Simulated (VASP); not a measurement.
# Cu in VASP: single point with PBE

Aim: the single point of Cu with PBE.

Program: VASP 6.6.1. These are calculated values, not measurements. Logs are shortened: lines on timing, memory, paths and dates and some standing lists are left out, and cuts for length are marked.

## Step 1: The cell of the first run

The cell holds a slab with vacuum, 8 atoms: a = 3.673 Å, b = 3.673 Å, c = 27.783 Å, α = 90.00°, β = 90.00°, γ = 90.00°.

## Step 2: Single point, PBE

Contents of INCAR:

```
SYSTEM = Cu
PREC     = Accurate       ! precision mode
ENCUT    = 520            ! plane-wave cutoff, eV
EDIFF    = 1E-6           ! SCF threshold, eV
ISMEAR   = 1              ! smearing method
SIGMA    = 0.1            ! smearing width, eV
LREAL    = .False.        ! projectors in reciprocal space
LASPH    = .True.         ! aspherical terms in the spheres
NELM     = 120            ! most SCF steps
ALGO     = Normal         ! electronic algorithm
ISIF     = 2              ! what is computed and relaxed
LWAVE    = .False.        ! write WAVECAR
LCHARG   = .True.         ! write CHGCAR
LDIPOL   = .True.       
IDIPOL   = 3            
DIPOL    = 0.5 0.5 0.696
GGA      = PE             ! functional
LELF     = .True.         ! ELF
LVHAR    = .True.       
LVACPOTAV= .True.       
NBANDS   = 54             ! bands
GGA_COMPAT= .False.      
NELMDL   = -8
```

Contents of KPOINTS:

```
Automatic mesh
0
Gamma
  10 10 1
  0 0 0
```

Contents of POSCAR:

```
Cu
1.0
    3.6734772213      0.0000000000      0.0000000000
    0.0000000000      3.6734772213      0.0000000000
    0.0000000000      0.0000000000     27.7827450876
Cu
8
Direct
    0.5000000000      0.0000000000      0.6012205802
    0.0000000000      0.5000000000      0.6012205802
    0.0000000000      0.0000000000      0.6638433769
    0.5000000000      0.5000000000      0.6635081326
    0.5000000000      0.0000000000      0.7285963857
    0.0000000000      0.5000000000      0.7285963857
    1.0000000000      0.0000000000      0.7907433682
    0.5000000000      0.5000000000      0.7906505373
```

Potentials or basis: VASP PAW PBE potentials, release 64 (Cu).

The run is started by

```sh
$ cat potpaw_PBE.64/Cu/POTCAR > POTCAR
$ mpirun -np 1 vasp_std > vasp.out
```

OUTCAR:

```text
SYSTEM = Cu
   PREC = Accurate
   ENCUT = 520
   EDIFF = 1E-6
   ISMEAR = 1
   LREAL = .False.
   LASPH = .True.
   NELM = 120
   ISIF = 2
   GGA = PE
   NELMDL = -8

 ion  position               nearest neighbor table
   1  0.500  0.000  0.601-   4 2.52   4 2.52   3 2.53   3 2.53   2 2.60   2 2.60   2 2.60   2 2.60

   2  0.000  0.500  0.601-   4 2.52   4 2.52   3 2.53   3 2.53   1 2.60   1 2.60   1 2.60   1 2.60

   3  0.000  0.000  0.664-   1 2.53   2 2.53   2 2.53   1 2.53   5 2.57   6 2.57   6 2.57   5 2.57
                             4 2.60   4 2.60   4 2.60   4 2.60
   4  0.500  0.500  0.664-   1 2.52   2 2.52   1 2.52   2 2.52   5 2.58   5 2.58   6 2.58   6 2.58
                             3 2.60   3 2.60   3 2.60   3 2.60
   5  0.500  0.000  0.729-   8 2.52   8 2.52   7 2.52   7 2.52   3 2.57   3 2.57   4 2.58   4 2.58
                             6 2.60   6 2.60   6 2.60   6 2.60
   6  0.000  0.500  0.729-   8 2.52   8 2.52   7 2.52   7 2.52   3 2.57   3 2.57   4 2.58   4 2.58
                             5 2.60   5 2.60   5 2.60   5 2.60
   7  0.000  0.000  0.791-   5 2.52   6 2.52   6 2.52   5 2.52   8 2.60   8 2.60   8 2.60   8 2.60

   8  0.500  0.500  0.791-   5 2.52   6 2.52   5 2.52   6 2.52   7 2.60   7 2.60   7 2.60   7 2.60

  LATTYP: Found a simple tetragonal cell.
 ALAT       =     3.6734772213
 C/A-ratio  =     7.5630644792

  Lattice vectors:

 A1 = (   3.6734772213,   0.0000000000,   0.0000000000)
 A2 = (   0.0000000000,   3.6734772213,   0.0000000000)
 A3 = (   0.0000000000,   0.0000000000,  27.7827450876)

Analysis of symmetry for initial positions (statically):
=====================================================================
 Subroutine PRICEL returns:
 Original cell was already a primitive cell.

 Routine SETGRP: Setting up the symmetry group for a
 simple tetragonal supercell.

 Subroutine GETGRP returns: Found  8 space group operations
 (whereof  8 operations were pure point group operations)
 out of a pool of 16 trial point group operations.

The static configuration has the point symmetry C_4v.

Analysis of symmetry for dynamics (positions and initial velocities):
=====================================================================
 Subroutine PRICEL returns:
 Original cell was already a primitive cell.

 Routine SETGRP: Setting up the symmetry group for a
 simple tetragonal supercell.

 Subroutine GETGRP returns: Found  8 space group operations
 (whereof  8 operations were pure point group operations)
 out of a pool of 16 trial point group operations.

The dynamic configuration has the point symmetry C_4v.

 Subroutine INISYM returns: Found  8 space group operations
 (whereof  8 operations are pure point group operations),
 and found     1 'primitive' translations

----------------------------------------------------------------------------------------

                                     Primitive cell

  volume of cell :     374.9124

  direct lattice vectors                    reciprocal lattice vectors
     3.673477221  0.000000000  0.000000000     0.272221642  0.000000000  0.000000000
     0.000000000  3.673477221  0.000000000     0.000000000  0.272221642  0.000000000
     0.000000000  0.000000000 27.782745088     0.000000000  0.000000000  0.035993564

  length of vectors
     3.673477221  3.673477221 27.782745088     0.272221642  0.272221642  0.035993564

  position of ions in fractional coordinates (direct lattice)
     0.500000000  0.000000000  0.601220580
     0.000000000  0.500000000  0.601220580
     0.000000000  0.000000000  0.663843377
     0.500000000  0.500000000  0.663508133
     0.500000000  0.000000000  0.728596386
     0.000000000  0.500000000  0.728596386
     0.000000000  0.000000000  0.790743368
     0.500000000  0.500000000  0.790650537

  ion indices of the primitive-cell ions
   primitive index   ion index
                 1           1
                 2           2
                 3           3
                 4           4
                 5           5
                 6           6
                 7           7
                 8           8

----------------------------------------------------------------------------------------

 KPOINTS: Automatic mesh

Automatic generation of k-mesh.
 Grid dimensions read from file:
 generate k-points for:   10   10    1

 Generating k-lattice:

  Cartesian coordinates                     Fractional coordinates (reciprocal lattice)
     0.027222164  0.000000000  0.000000000     0.100000000  0.000000000  0.000000000
     0.000000000  0.027222164  0.000000000     0.000000000  0.100000000  0.000000000
     0.000000000  0.000000000  0.035993564     0.000000000  0.000000000  1.000000000

  Length of vectors
     0.027222164  0.027222164  0.035993564

  Shift w.r.t. Gamma in fractional coordinates (k-lattice)
     0.000000000  0.000000000  0.000000000

 Subroutine IBZKPT returns following result:
 ===========================================

 Found     21 irreducible k-points:

 Following reciprocal coordinates:
            Coordinates               Weight
  0.000000  0.000000  0.000000      1.000000
  0.100000  0.000000  0.000000      4.000000
  0.200000  0.000000  0.000000      4.000000
  0.300000  0.000000  0.000000      4.000000
  0.400000  0.000000  0.000000      4.000000
  0.500000  0.000000  0.000000      2.000000
[... 13 lines left out ...]
  0.500000  0.400000  0.000000      4.000000
  0.500000  0.500000  0.000000      1.000000
   k-points           NKPTS =     21   k-points in BZ     NKDIM =     21   number of bands    NBANDS=     54
   number of dos      NEDOS =    301   number of ions     NIONS =      8
   total plane-waves  NPLWV = 164640
   dimension x,y,z NGX =    28 NGY =   28 NGZ =  210
   dimension x,y,z NGXF=    56 NGYF=   56 NGZF=  420
   ions per type =               8
   NGX,Y,Z   is equivalent  to a cutoff of  12.67, 12.67, 12.57 a.u.
   NGXF,Y,Z  is equivalent  to a cutoff of  25.34, 25.34, 25.13 a.u.
 SYSTEM =  Cu
   PREC   = accura    normal or accurate (medium, high low for compatibility)
   ISTART =      0    job   : 0-new  1-cont  2-samecut
   ICHARG =      2    charge: 1-file 2-atom 10-const
   ISPIN  =      1    spin polarized calculation?
   LNONCOLLINEAR =      F non collinear calculations
   LSORBIT =      F    spin-orbit coupling
   LASPH  =      T    aspherical Exc in radial PAW
   ENCUT  =  520.0 eV  38.22 Ry    6.18 a.u.   6.83  6.83 51.66*2*pi/ulx,y,z
   NELM   =    120;   NELMIN=  2; NELMDL= -8     # of ELM steps
   EDIFF  = 0.1E-05   stopping-criterion for ELM
   LREAL  =      F    real-space projection
   EDIFFG = 0.1E-04   stopping-criterion for IOM
   NSW    =      0    number of steps for IOM
   IBRION =     -1    ionic relax: 0-MD 1-quasi-New 2-CG
   NFREE  =      0    steps in history (QN), initial steepest desc. (CG)
   ISIF   =      2    stress and relaxation
   ISYM   =      2    0-nonsym 1-usesym 2-fastsym
   POTIM  = 0.5000    time-step for ionic-motion
   TEBEG  =    0.0;   TEEND  =   0.0 temperature during run
   PSTRESS=    0.0 pullay stress
   NELECT =      88.0000    total number of electrons
   NUPDOWN=      -1.0000    fix difference up-down
   EMIN   =  10.00;   EMAX   =-10.00  energy-range for DOS
   EFERMI =   0.00;   METHOD = LEGACY
   ISMEAR =     1;   SIGMA  =   0.10  broadening in eV -4-tet -1-fermi 0-gaus
   EFERMI_NEDOS =   21; number of points for ismear=-14 and -15
   IALGO  =     38    algorithm
   IMIX   =      4    mixing-type and parameters
     AMIX     =   0.40;   BMIX     =  1.00
     AMIX_MAG =   1.60;   BMIX_MAG =  1.00
  volume/ion in A,a.u.               =      46.86       316.25
  Fermi-wavevector in a.u.,A,eV,Ry     =   1.009855  1.908350 13.875324  1.019808
  Thomas-Fermi vector in A             =   2.142809
   LORBIT       =      0    0 simple, 1 ext, 2 COOP (PROOUT), +10 PAW based schemes
   GGA     = PE    functional components
   LHFCALC =     F    Hartree Fock is set to
   AEXX    =    0.0000 exact exchange contribution
   IVDW    =     0    specifies the selected vdW correction
   LEPSILON=     F    determine dielectric tensor
   LRPA    =     F    only Hartree local field effects (RPA)
 non-spin polarized calculation
 Methfessel and Paxton  Order N= 1 SIGMA  =   0.10
  energy-cutoff  :      520.00
  volume of cell :      374.91
 maximum number of plane-waves:     10172
 NGX is ok and might be reduce to    28
   NGX = 13   NGY = 13   NGZ =103

 dipolmoment           0.000000      0.000000      0.000241 electrons x Angstroem

 number of electron      88.0000152 magnetization

 dipolmoment           0.000000      0.000000     -0.000166 electrons x Angstroem

 Free energy of the ion-electron system (eV)
  ---------------------------------------------------
  ext. energy  EPLUGINS =         0.00000000
  ---------------------------------------------------
  free energy    TOTEN  =       -27.38833578 eV

  energy without entropy =      -27.38632319  energy(sigma->0) =      -27.38766492

 E-fermi :  -1.4205     XC(G=0):  -3.9261

 val. band max:       -1.4389434622   @ k =   0.1000   0.0000   0.0000
 cond. band min:      -1.3963331101   @ k =   0.4000   0.3000   0.0000
 fundamental gap:      0.0426103521
 Fermi energy:        -1.4204998178

 k-point     1 :       0.0000    0.0000    0.0000
  band No.  band energies     occupation
      1     -10.0130      2.00000
      2      -8.3421      2.00000
      3      -6.3169      2.00000
      4      -5.9764      2.00000
      5      -5.9013      2.00000
      6      -5.8930      2.00000
[... 46 lines left out ...]
     53       3.9091      0.00000
     54       4.8925      0.00000

 k-point     2 :       0.1000    0.0000    0.0000
  band No.  band energies     occupation
      1      -9.8977      2.00000
      2      -8.2355      2.00000
      3      -6.2319      2.00000
      4      -5.9167      2.00000
      5      -5.8908      2.00000
      6      -5.8463      2.00000
[... 46 lines left out ...]
     53       4.0176      0.00000
     54       4.7707      0.00000

 k-point     3 :       0.2000    0.0000    0.0000
  band No.  band energies     occupation
      1      -9.5557      2.00000
      2      -7.9224      2.00000
      3      -5.9898      2.00000
      4      -5.9060      2.00000
      5      -5.7488      2.00000
      6      -5.7051      2.00000
[... 46 lines left out ...]
     53       3.9391      0.00000
     54       4.3428      0.00000
[... 913 lines left out ...]
 k-point    20 :       0.5000    0.4000    0.0000
  band No.  band energies     occupation
      1      -6.4207      2.00000
      2      -6.4193      2.00000
      3      -6.1374      2.00000
      4      -6.1367      2.00000
      5      -5.6283      2.00000
      6      -5.6277      2.00000
[... 46 lines left out ...]
     53       4.1907      0.00000
     54       4.1914      0.00000

 k-point    21 :       0.5000    0.5000    0.0000
  band No.  band energies     occupation
      1      -6.2124      2.00000
      2      -6.2124      2.00000
      3      -6.2032      2.00000
      4      -6.2024      2.00000
      5      -5.5663      2.00000
      6      -5.5635      2.00000
[... 46 lines left out ...]
     53       4.6363      0.00000
     54       4.6389      0.00000

------------------------ aborting loop because EDIFF is reached ----------------------------------------

  FORCE on cell =-STRESS in cart. coord.  units (eV):
  Direction    XX          YY          ZZ          XY          YZ          ZX
  --------------------------------------------------------------------------------------
  -------------------------------------------------------------------------------------
  Total       -2.8367287     -2.8367287      0.1556950      0.0000000      0.0000000      0.0000000
  in kB      -12.1226769    -12.1226769      0.6653579      0.0000000      0.0000000      0.0000000
  external PRESSURE =      -7.8599986 kB  Pullay stress =       0.0000000 kB

 VOLUME and BASIS-vectors are now :
 -----------------------------------------------------------------------------
  energy-cutoff  :      520.00
  volume of cell :      374.91
      direct lattice vectors                 reciprocal lattice vectors
     3.673477221  0.000000000  0.000000000     0.272221642  0.000000000  0.000000000
     0.000000000  3.673477221  0.000000000     0.000000000  0.272221642  0.000000000
     0.000000000  0.000000000 27.782745088     0.000000000  0.000000000  0.035993564

 POSITION                                       TOTAL-FORCE (eV/Angst)
 -----------------------------------------------------------------------------------
      1.83674      0.00000     16.70356         0.000000     -0.000000     -0.001108
      0.00000      1.83674     16.70356        -0.000000     -0.000000     -0.001108
      0.00000      0.00000     18.44339        -0.000000     -0.000000     -0.047519
      1.83674      1.83674     18.43408         0.000000     -0.000000      0.009672
      1.83674      0.00000     20.24241        -0.000000     -0.000000     -0.017767
      0.00000      1.83674     20.24241        -0.000000      0.000000     -0.017767
      0.00000      0.00000     21.96902        -0.000000     -0.000000      0.031011
      1.83674      1.83674     21.96644        -0.000000     -0.000000      0.044586
 -----------------------------------------------------------------------------------
    total drift:                                0.000000      0.000000      0.002535

  FREE ENERGIE OF THE ION-ELECTRON SYSTEM (eV)
  ---------------------------------------------------
  free  energy   TOTEN  =       -27.3883357800 eV

  energy  without entropy=      -27.3863231872  energy(sigma->0) =      -27.38766492

 vacuum level on the upper side and lower side of the slab         3.068         3.070
```

Wall time 18 min (1 thread of Oxide Virtual Turin-like, shared host); peak memory 0.53 GiB.

What came out:

| Quantity | Value |
| --- | --- |
| Free energy | -27.3883 eV |
| Largest force | 0.048 eV/Å |
| Band gap on the k mesh | zero (bands 44 and 45 overlap by 1.30 eV) |

Forces on the atoms (eV/Å):
```
Cu   0.000  0.000 -0.001
Cu   0.000  0.000 -0.001
Cu   0.000  0.000 -0.048
Cu   0.000  0.000  0.010
Cu   0.000  0.000 -0.018
Cu   0.000  0.000 -0.018
Cu   0.000  0.000  0.031
Cu   0.000  0.000  0.045
```

The gap in the log of VASP goes by the Fermi energy; the results here count the filled bands.